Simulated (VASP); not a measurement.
Set up this calculation in VASP 6.6.1, as the native input.

```
Task                   : single point
Functional             : r2SCAN
Potentials or basis    : VASP PAW PBE potentials, release 64 (Ir)
Cutoff                 : 520 eV
k mesh                 : 18 × 18 × 12
Occupations            : gaussian, width 0.15 eV
Spin                   : no spin polarisation
Dipole correction      : no
Further INCAR settings : ALGO = Normal; EDIFF = 1e-06; NBANDS = 16
```

Ir:

```xyz
2
Lattice="2.6413 0.0000 0.0000 -1.3207 2.2875 0.0000 0.0000 0.0000 4.1053" Properties=species:S:1:pos:R:3 pbc="T T T"
Ir    1.3207    0.7625    3.0790
Ir    0.0000    1.5250    1.0263
```

This cell differs from its parent crystal: strain -0.040 along x and y, -0.080 along z.

One way to write it, as run:

POSCAR

```
Ir
1.0
    2.6413227788      0.0000000000      0.0000000000
   -1.3206613894      2.2874526260      0.0000000000
    0.0000000000      0.0000000000      4.1053068000
Ir
2
Direct
    0.6666666667      0.3333333333      0.7500000000
    0.3333333333      0.6666666667      0.2500000000
```

INCAR.step1

```
SYSTEM = Ir
  ALGO = Normal
  EDIFF = 1E-4
  ENCUT = 520
  GGA = PE
  ISMEAR = 0
  LASPH = .TRUE.
  LCHARG = .FALSE.
  LREAL = .FALSE.
  LWAVE = .TRUE.
  NBANDS = 16
  NELM = 80
  PREC = Accurate
  SIGMA = 0.15
```

INCAR.step2

```
SYSTEM = Ir
  ALGO = Normal
  EDIFF = 1E-6
  ENCUT = 520
  ISIF = 2
  ISMEAR = 0
  ISTART = 1
  LASPH = .TRUE.
  LCHARG = .TRUE.
  LELF = .TRUE.
  LMIXTAU = .TRUE.
  LREAL = .FALSE.
  LVHAR = .TRUE.
  LWAVE = .FALSE.
  METAGGA = R2SCAN
  NBANDS = 16
  NELM = 80
  PREC = Accurate
  SIGMA = 0.15
```

KPOINTS

```
k-points
0
G
  18 18 12
  0 0 0
```

Potentials or basis: VASP PAW PBE potentials, release 64 (Ir).

Command:

```console
$ cat potpaw_PBE.64/Ir/POTCAR > POTCAR
$ cp INCAR.step1 INCAR
$ mpirun -np 1 vasp_std > vasp.out
$ cp INCAR.step2 INCAR
$ mpirun -np 1 vasp_std > vasp.out
```

Results of the run:

```yaml
Pressure: 81.1 GPa
Band_gap_on_the_k_mesh: zero (bands 9 and 10 overlap by 4.26 eV)
```

Caveat: the cell differs from its parent crystal (strain -0.040 along x and y, -0.080 along z); the stress differs along the axes, from 71 to 102 GPa; the PAW data sets were made with another functional, which shifts forces and pressure a little; spin-orbit coupling is left out, which moves the levels of the heavy elements.

Run time: 8.9 min on 1 thread of Intel Xeon 8259CL, with other jobs on the host, peak memory 0.22 GiB.
